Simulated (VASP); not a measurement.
Set up this calculation in VASP 6.6.1, as the native input.

* Task: single point
* Functional: PBE
* Potentials or basis: VASP PAW PBE potentials, release 64 (Li_sv, F)
* Cutoff: 520 eV
* k mesh: 9 × 9 × 6
* Occupations: gaussian, width 0.05 eV
* Spin: no spin polarisation
* Dipole correction: no
* Further INCAR settings: ALGO = Normal; EDIFF = 1e-06; NBANDS = 18

The structure of LiF lies in POSCAR:

```
LiF
1.0
    3.0774506209      0.0000000000      0.0000000000
   -1.5387253104      2.6651504166      0.0000000000
    0.0000000000      0.0000000000      5.0574823504
Li F
2 2
Direct
    0.3333333333      0.6666666667      0.4320721835
    0.6666666667      0.3333333333      0.9320721835
    0.3333333333      0.6666666667      0.9939266766
    0.6666666667      0.3333333333      0.4939266766
```

This cell differs from its parent crystal: c/a of the conventional cell at fixed volume 1.6434.

These files were run (other wordings do the same):

INCAR

```
SYSTEM = LiF
PREC = Accurate ; ENCUT = 520
EDIFF = 1E-6 ; ISMEAR = 0
SIGMA = 0.05 ; LREAL = .FALSE.
LASPH = .TRUE. ; NELM = 60
ALGO = Normal ; ISIF = 2
LWAVE = .FALSE. ; LCHARG = .TRUE.
GGA = PE ; LELF = .TRUE.
LVHAR = .TRUE. ; NBANDS = 18
```

KPOINTS

```
regular mesh
0
G
  9 9 6
  0 0 0
```

Potentials or basis: VASP PAW PBE potentials, release 64 (Li_sv, F).

Command:

```bash
$ cat potpaw_PBE.64/Li_sv/POTCAR potpaw_PBE.64/F/POTCAR > POTCAR
$ mpirun -np 1 vasp_std > vasp.out
```

It gave:

```yaml
Largest_force: 0.313 eV/Å
Band_gap_on_the_k_mesh: 7.42 eV, direct
```

It took 20 s on 1 thread of Intel Xeon 6975P-C, on a shared host, peak memory 0.17 GiB.
